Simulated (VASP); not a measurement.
# Pt in VASP: single point with PBE

Aim: the single point of Pt with PBE.

Program: VASP 6.6.1. These are calculated values, not measurements. Logs are shortened: lines on timing, memory, paths and dates and some standing lists are left out, and cuts for length are marked.

## 1. The cell of the first run

The cell holds a slab with vacuum, 13 atoms: a = 2.807 Å, b = 6.876 Å, c = 24.725 Å, α = 90.00°, β = 90.00°, γ = 90.00°.

## 2. Single point, PBE

Input file INCAR:

```
SYSTEM = Pt
PREC = Accurate ; ENCUT = 520
EDIFF = 1E-6 ; ISMEAR = 0
SIGMA = 0.1 ; LREAL = .FALSE.
LASPH = .TRUE. ; NELM = 100
ALGO = Normal ; ISIF = 2
LWAVE = .FALSE. ; LCHARG = .FALSE.
LDIPOL = .TRUE. ; IDIPOL = 3
DIPOL = 0.5 0.5 0.500 ; GGA = PE
NBANDS = 77
```

Input file KPOINTS:

```
Automatic mesh
0
G
  12 5 1
  0 0 0
```

Input file POSCAR:

```
Pt
1.0
    2.8072932559      0.0000000000      0.0000000000
    0.0000000000      6.8764360353      0.0000000000
    0.0000000000      0.0000000000     24.7247491019
Pt
13
Direct
    0.5000000000      0.6383249264      0.3116792347
    0.0000000000      0.3118435537      0.3346581389
    0.5000000000     -0.0095677260      0.3620599602
    0.0000000000      0.6697753755      0.4054304731
    0.5000000000      0.3259823731      0.4327291564
    0.0000000000      0.0032067084      0.4676330058
    0.5000000000      0.6666666702      0.5000000010
    0.0000000000      0.3301266221      0.5323669935
    0.5000000000      0.0073509548      0.5672708447
    0.0000000000      0.6635579540      0.5945695267
    0.5000000000      0.3429010601      0.6379400388
    0.0000000000      0.0214897858      0.6653418621
    0.5000000000      0.6950084087      0.6883207641
```

Potentials or basis: VASP PAW PBE potentials, release 64 (Pt).

Run with:

```console
cat potpaw_PBE.64/Pt/POTCAR > POTCAR
mpirun -np 1 vasp_std > vasp.out
```

OUTCAR:

```text
SYSTEM = Pt
   PREC = Accurate
   ENCUT = 520
   EDIFF = 1E-6
   ISMEAR = 0
   LREAL = .FALSE.
   LASPH = .TRUE.
   NELM = 100
   ISIF = 2
   GGA = PE

 ion  position               nearest neighbor table
   1  0.500  0.638  0.312-   2 2.71   2 2.71   4 2.72   4 2.72   3 2.72
   2  0.000  0.312  0.335-   3 2.70   3 2.70   1 2.71   1 2.71   5 2.80   5 2.80   4 3.02
   3  0.500  0.990  0.362-   2 2.70   2 2.70   1 2.72   4 2.83   4 2.83   5 2.89   6 2.97   6 2.97

   4  0.000  0.670  0.405-   1 2.72   1 2.72   7 2.73   7 2.73   6 2.76   3 2.83   3 2.83   5 2.83
                             5 2.83   2 3.02
   5  0.500  0.326  0.433-   6 2.76   6 2.76   2 2.80   2 2.80   4 2.83   4 2.83   8 2.84   8 2.84
                             7 2.87   3 2.89
   6  0.000  0.003  0.468-   8 2.76   4 2.76   5 2.76   5 2.76   7 2.82   7 2.82   9 2.84   9 2.84
                             3 2.97   3 2.97
   7  0.500  0.667  0.500-  10 2.73  10 2.73   4 2.73   4 2.73   6 2.82   6 2.82   8 2.82   8 2.82
                             9 2.87   5 2.87
   8  0.000  0.330  0.532-   6 2.76  10 2.76   9 2.76   9 2.76   7 2.82   7 2.82   5 2.84   5 2.84
                            11 2.97  11 2.97
   9  0.500  0.007  0.567-   8 2.76   8 2.76  12 2.80  12 2.80  10 2.83  10 2.83   6 2.84   6 2.84
                             7 2.87  11 2.89
  10  0.000  0.664  0.595-  13 2.72  13 2.72   7 2.73   7 2.73   8 2.76  11 2.83  11 2.83   9 2.83
                             9 2.83  12 3.02
  11  0.500  0.343  0.638-  12 2.70  12 2.70  13 2.72  10 2.83  10 2.83   9 2.89   8 2.97   8 2.97

  12  0.000  0.021  0.665-  11 2.70  11 2.70  13 2.71  13 2.71   9 2.80   9 2.80  10 3.02
  13  0.500  0.695  0.688-  12 2.71  12 2.71  10 2.72  10 2.72  11 2.72

  LATTYP: Found a simple orthorhombic cell.
 ALAT       =     2.8072932559
 B/A-ratio  =     2.4494897428
 C/A-ratio  =     8.8073267907

  Lattice vectors:

 A1 = (   2.8072932559,   0.0000000000,   0.0000000000)
 A2 = (   0.0000000000,   6.8764360353,   0.0000000000)
 A3 = (   0.0000000000,   0.0000000000,  24.7247491019)

Analysis of symmetry for initial positions (statically):
=====================================================================
 Subroutine PRICEL returns:
 Original cell was already a primitive cell.

 Routine SETGRP: Setting up the symmetry group for a
 simple orthorhombic supercell.

 Subroutine GETGRP returns: Found  4 space group operations
 (whereof  2 operations were pure point group operations)
 out of a pool of  8 trial point group operations.

The static configuration has the point symmetry C_1h.
 The point group associated with its full space group is C_2h.

Analysis of symmetry for dynamics (positions and initial velocities):
=====================================================================
 Subroutine PRICEL returns:
 Original cell was already a primitive cell.

 Routine SETGRP: Setting up the symmetry group for a
 simple orthorhombic supercell.

 Subroutine GETGRP returns: Found  4 space group operations
 (whereof  2 operations were pure point group operations)
 out of a pool of  8 trial point group operations.

The dynamic configuration has the point symmetry C_1h.
 The point group associated with its full space group is C_2h.

 Subroutine INISYM returns: Found  4 space group operations
 (whereof  2 operations are pure point group operations),
 and found     1 'primitive' translations

----------------------------------------------------------------------------------------

                                     Primitive cell

  volume of cell :     477.2908

  direct lattice vectors                    reciprocal lattice vectors
     2.807293256  0.000000000  0.000000000     0.356215012  0.000000000  0.000000000
     0.000000000  6.876436035  0.000000000     0.000000000  0.145424170  0.000000000
     0.000000000  0.000000000 24.724749102     0.000000000  0.000000000  0.040445304

  length of vectors
     2.807293256  6.876436035 24.724749102     0.356215012  0.145424170  0.040445304

  position of ions in fractional coordinates (direct lattice)
     0.500000000  0.638324926  0.311679235
     0.000000000  0.311843554  0.334658139
     0.500000000  0.990432274  0.362059960
     0.000000000  0.669775376  0.405430473
     0.500000000  0.325982373  0.432729156
     0.000000000  0.003206708  0.467633006
     0.500000000  0.666666670  0.500000001
     0.000000000  0.330126622  0.532366993
     0.500000000  0.007350955  0.567270845
     0.000000000  0.663557954  0.594569527
     0.500000000  0.342901060  0.637940039
     0.000000000  0.021489786  0.665341862
     0.500000000  0.695008409  0.688320764

  ion indices of the primitive-cell ions
   primitive index   ion index
                 1           1
                 2           2
                 3           3
                 4           4
                 5           5
                 6           6
                 7           7
                 8           8
                 9           9
                10          10
                11          11
                12          12
                13          13

----------------------------------------------------------------------------------------

 KPOINTS: Automatic mesh

Automatic generation of k-mesh.
 Grid dimensions read from file:
 generate k-points for:   12    5    1

 Generating k-lattice:

  Cartesian coordinates                     Fractional coordinates (reciprocal lattice)
     0.029684584  0.000000000  0.000000000     0.083333333  0.000000000  0.000000000
     0.000000000  0.029084834  0.000000000     0.000000000  0.200000000  0.000000000
     0.000000000  0.000000000  0.040445304     0.000000000  0.000000000  1.000000000

  Length of vectors
     0.029684584  0.029084834  0.040445304

  Shift w.r.t. Gamma in fractional coordinates (k-lattice)
     0.000000000  0.000000000  0.000000000

 Subroutine IBZKPT returns following result:
 ===========================================

 Found     21 irreducible k-points:

 Following reciprocal coordinates:
            Coordinates               Weight
  0.000000  0.000000  0.000000      1.000000
  0.083333  0.000000  0.000000      2.000000
  0.166667  0.000000  0.000000      2.000000
  0.250000  0.000000  0.000000      2.000000
  0.333333  0.000000  0.000000      2.000000
  0.416667  0.000000  0.000000      2.000000
[... 13 lines left out ...]
  0.416667  0.400000  0.000000      4.000000
  0.500000  0.400000  0.000000      2.000000
   k-points           NKPTS =     21   k-points in BZ     NKDIM =     21   number of bands    NBANDS=     77
   number of dos      NEDOS =    301   number of ions     NIONS =     13
   total plane-waves  NPLWV = 248832
   dimension x,y,z NGX =    24 NGY =   54 NGZ =  192
   dimension x,y,z NGXF=    48 NGYF=  108 NGZF=  384
   ions per type =              13
   NGX,Y,Z   is equivalent  to a cutoff of  14.21, 13.06, 12.91 a.u.
   NGXF,Y,Z  is equivalent  to a cutoff of  28.43, 26.11, 25.82 a.u.
 SYSTEM =  Pt
   PREC   = accura    normal or accurate (medium, high low for compatibility)
   ISTART =      0    job   : 0-new  1-cont  2-samecut
   ICHARG =      2    charge: 1-file 2-atom 10-const
   ISPIN  =      1    spin polarized calculation?
   LNONCOLLINEAR =      F non collinear calculations
   LSORBIT =      F    spin-orbit coupling
   LASPH  =      T    aspherical Exc in radial PAW
   ENCUT  =  520.0 eV  38.22 Ry    6.18 a.u.   5.22 12.79 45.97*2*pi/ulx,y,z
   NELM   =    100;   NELMIN=  2; NELMDL= -5     # of ELM steps
   EDIFF  = 0.1E-05   stopping-criterion for ELM
   LREAL  =      F    real-space projection
[... 7 lines left out ...]
   TEBEG  =    0.0;   TEEND  =   0.0 temperature during run
   PSTRESS=    0.0 pullay stress
   NELECT =     130.0000    total number of electrons
   NUPDOWN=      -1.0000    fix difference up-down
   EMIN   =  10.00;   EMAX   =-10.00  energy-range for DOS
   EFERMI =   0.00;   METHOD = LEGACY
   ISMEAR =     0;   SIGMA  =   0.10  broadening in eV -4-tet -1-fermi 0-gaus
   EFERMI_NEDOS =   21; number of points for ismear=-14 and -15
   IALGO  =     38    algorithm
   IMIX   =      4    mixing-type and parameters
     AMIX     =   0.40;   BMIX     =  1.00
     AMIX_MAG =   1.60;   BMIX_MAG =  1.00
  volume/ion in A,a.u.               =      36.71       247.76
  Fermi-wavevector in a.u.,A,eV,Ry     =   1.061194  2.005367 15.321975  1.126133
  Thomas-Fermi vector in A             =   2.196602
   LORBIT       =      0    0 simple, 1 ext, 2 COOP (PROOUT), +10 PAW based schemes
   GGA     = PE    functional components
   LHFCALC =     F    Hartree Fock is set to
   AEXX    =    0.0000 exact exchange contribution
   IVDW    =     0    specifies the selected vdW correction
   LEPSILON=     F    determine dielectric tensor
   LRPA    =     F    only Hartree local field effects (RPA)
 non-spin polarized calculation
 Gauss-broadening in eV      SIGMA  =   0.10
  energy-cutoff  :      520.00
  volume of cell :      477.29
 maximum number of plane-waves:     12938
 NGX is ok and might be reduce to    24
   NGX = 11   NGY = 25   NGZ = 91

 number of electron     129.9999996 magnetization

 dipolmoment           0.000000      0.000000      0.000001 electrons x Angstroem

 Free energy of the ion-electron system (eV)
  ---------------------------------------------------
  ext. energy  EPLUGINS =         0.00000000
  ---------------------------------------------------
  free energy    TOTEN  =       -75.30433787 eV

  energy without entropy =      -75.18438009  energy(sigma->0) =      -75.24435898

 E-fermi :   1.2663     XC(G=0):  -6.4099

 val. band max:        1.2657668283   @ k =   0.0833   0.4000   0.0000
 cond. band min:       1.2714120846   @ k =   0.2500   0.0000   0.0000
 fundamental gap:      0.0056452563
 Fermi energy:         1.2662842199

 k-point     1 :       0.0000    0.0000    0.0000
  band No.  band energies     occupation
      1      -8.0790      2.00000
      2      -7.0183      2.00000
      3      -5.8874      2.00000
      4      -5.6324      2.00000
      5      -5.2534      2.00000
      6      -5.1802      2.00000
[... 69 lines left out ...]
     76       2.6969      0.00000
     77       3.4390      0.00000

 k-point     2 :       0.0833    0.0000    0.0000
  band No.  band energies     occupation
      1      -7.9026      2.00000
      2      -6.8491      2.00000
      3      -5.7144      2.00000
      4      -5.4680      2.00000
      5      -5.0759      2.00000
      6      -5.0214      2.00000
[... 69 lines left out ...]
     76       3.1271      0.00000
     77       3.8581      0.00000
[... 1438 lines left out ...]
     76       6.0869      0.00000
     77       6.1669      0.00000

 k-point    21 :       0.5000    0.4000    0.0000
  band No.  band energies     occupation
      1      -5.3837      2.00000
      2      -5.3322      2.00000
      3      -4.7713      2.00000
      4      -4.7382      2.00000
      5      -4.7225      2.00000
      6      -4.6477      2.00000
[... 69 lines left out ...]
     76       5.5162      0.00000
     77       5.7586      0.00000

------------------------ aborting loop because EDIFF is reached ----------------------------------------

 vacuum level on the upper side and lower side of the slab       (xc-potential included)        -0.130        -0.130

  FORCE on cell =-STRESS in cart. coord.  units (eV):
  Direction    XX          YY          ZZ          XY          YZ          ZX
  --------------------------------------------------------------------------------------
  -------------------------------------------------------------------------------------
  Total      -11.3243867     -7.3455990     -0.6620893      0.0000000      0.1596096      0.0000000
  in kB      -38.0138793    -24.6578222     -2.2225118      0.0000000      0.5357800      0.0000000
  external PRESSURE =     -21.6314044 kB  Pullay stress =       0.0000000 kB

 VOLUME and BASIS-vectors are now :
 -----------------------------------------------------------------------------
  energy-cutoff  :      520.00
  volume of cell :      477.29
      direct lattice vectors                 reciprocal lattice vectors
     2.807293256  0.000000000  0.000000000     0.356215012  0.000000000  0.000000000
     0.000000000  6.876436035  0.000000000     0.000000000  0.145424170  0.000000000
     0.000000000  0.000000000 24.724749102     0.000000000  0.000000000  0.040445304

 POSITION                                       TOTAL-FORCE (eV/Angst)
 -----------------------------------------------------------------------------------
      1.40365      4.38940      7.70619         0.000000     -0.010304      0.033318
      0.00000      2.14437      8.27434         0.000000      0.013293      0.008992
      1.40365      6.81064      8.95184         0.000000     -0.012057      0.019785
      0.00000      4.60567     10.02417         0.000000     -0.004286     -0.011563
      1.40365      2.24160     10.69912         0.000000     -0.019508      0.013970
      0.00000      0.02205     11.56211         0.000000     -0.003273     -0.006231
      1.40365      4.58429     12.36237         0.000000      0.000000      0.000000
      0.00000      2.27009     13.16264         0.000000      0.003273      0.006231
      1.40365      0.05055     14.02563         0.000000      0.019508     -0.013970
      0.00000      4.56291     14.70058         0.000000      0.004286      0.011563
      1.40365      2.35794     15.77291         0.000000      0.012057     -0.019785
      0.00000      0.14777     16.45041         0.000000     -0.013293     -0.008992
      1.40365      4.77918     17.01856         0.000000      0.010304     -0.033318
 -----------------------------------------------------------------------------------
    total drift:                                0.000000      0.000059      0.000157

  FREE ENERGIE OF THE ION-ELECTRON SYSTEM (eV)
  ---------------------------------------------------
  free  energy   TOTEN  =       -75.3043378669 eV

  energy  without entropy=      -75.1843800858  energy(sigma->0) =      -75.24435898

 vacuum level on the upper side and lower side of the slab         6.737         6.737
```

Run time: 65 min. Hardware: 1 thread of Intel Xeon 8259CL, shared host; peak memory 0.88 GiB.

Results:

* Free energy: -75.3043 eV
* Largest force: 0.035 eV/Å
* Band gap on the k mesh: zero (bands 65 and 66 overlap by 0.86 eV)

Forces in eV/Å, atoms in the order of the input:
```
Pt   0.000 -0.010  0.033
Pt   0.000  0.013  0.009
Pt   0.000 -0.012  0.020
Pt   0.000 -0.004 -0.012
Pt   0.000 -0.020  0.014
Pt   0.000 -0.003 -0.006
Pt   0.000  0.000  0.000
Pt   0.000  0.003  0.006
Pt   0.000  0.020 -0.014
Pt   0.000  0.004  0.012
Pt   0.000  0.012 -0.020
Pt   0.000 -0.013 -0.009
Pt   0.000  0.010 -0.033
```

Caveat: spin-orbit coupling is left out, which moves the levels of the heavy elements.
